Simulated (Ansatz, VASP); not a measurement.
**BP in VASP and in Ansatz**

```
CELL_PARAMETERS angstrom
0.00000 2.22268 2.22268
2.22268 0.00000 2.22268
2.22268 2.22268 0.00000
ATOMIC_POSITIONS crystal
B 0.00000 0.00000 0.00000
P 0.75000 0.75000 0.75000
```

Change from the starting cell: volume scaled by 0.94, crystal datasets.

Alike in both runs: task electric field gradients; functional PBE; k mesh 15 × 15 × 15; occupations fermi-dirac, width 0.05 eV; no spin polarisation.

```csv
,VASP,Ansatz
version,VASP 6.6.1,Ansatz 0.2.0
potentials or method,"VASP PAW PBE potentials, release 64 (B, P), cutoff 520 eV","all-electron PAW with datasets made for the crystal, scalar-relativistic"
```

|  | VASP | Ansatz | Ansatz less VASP |
| --- | --- | --- | --- |
| pressure (GPa) | 12.4 | 12.6 | +0.23 |

Ansatz ran all-electron here, and VASP with PAW potentials.
